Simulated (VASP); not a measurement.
Wanted: the native input for a VASP 6.6.1 run.

```yaml
Task: single point
Functional: PBEsol
Potentials_or_basis: VASP PAW PBE potentials, release 64 (Ta_pv, C)
Cutoff: 520 eV
k_mesh: 18 × 18 × 8
Occupations: gaussian, width 0.1 eV
Spin: no spin polarisation
Dipole_correction: no
Further_INCAR_settings: ALGO = Normal; EDIFF = 1e-06; NBANDS = 20
```

The structure of Ta2C lies in POSCAR:

```
Ta2C
1.0
    3.0877135838      0.0000000000      0.0000000000
   -1.5438567919      2.6740384031      0.0000000000
    0.0000000000      0.0000000000      4.9089892037
Ta C
2 1
Direct
    0.3333333333      0.6666666667      0.2533087081
    0.6666666667      0.3333333333      0.7466912919
    0.0000000000      0.0000000000      0.0000000000
```

These files were run (other wordings do the same):

INCAR

```
PREC = Accurate ; ENCUT = 520
EDIFF = 1E-6 ; ISMEAR = 0
SIGMA = 0.1 ; LREAL = False
LASPH = True ; NELM = 100
ALGO = Normal ; ISIF = 2
LWAVE = False ; LCHARG = False
GGA = PS ; NBANDS = 20
```

KPOINTS

```
regular mesh
0
Gamma
  18 18 8
```

Potentials or basis: VASP PAW PBE potentials, release 64 (Ta_pv, C).

Launch:

```console
$ cat potpaw_PBE.64/Ta_pv/POTCAR potpaw_PBE.64/C/POTCAR > POTCAR
$ mpirun -np 1 vasp_std > vasp.out
```

It gave:

| Property | Result |
| --- | --- |
| Pressure | 2.5 GPa |
| Largest force | 0.046 eV/Å |
| Band gap on the k mesh | zero (bands 13 and 14 overlap by 0.81 eV) |

Caveat: the PAW data sets were made with another functional, which shifts forces and pressure a little; spin-orbit coupling is left out, which moves the levels of the heavy elements.

Run time: 2 min on 1 thread of AMD EPYC 7R13 Processor (Zen 3) (shared host), peak memory 0.28 GiB.
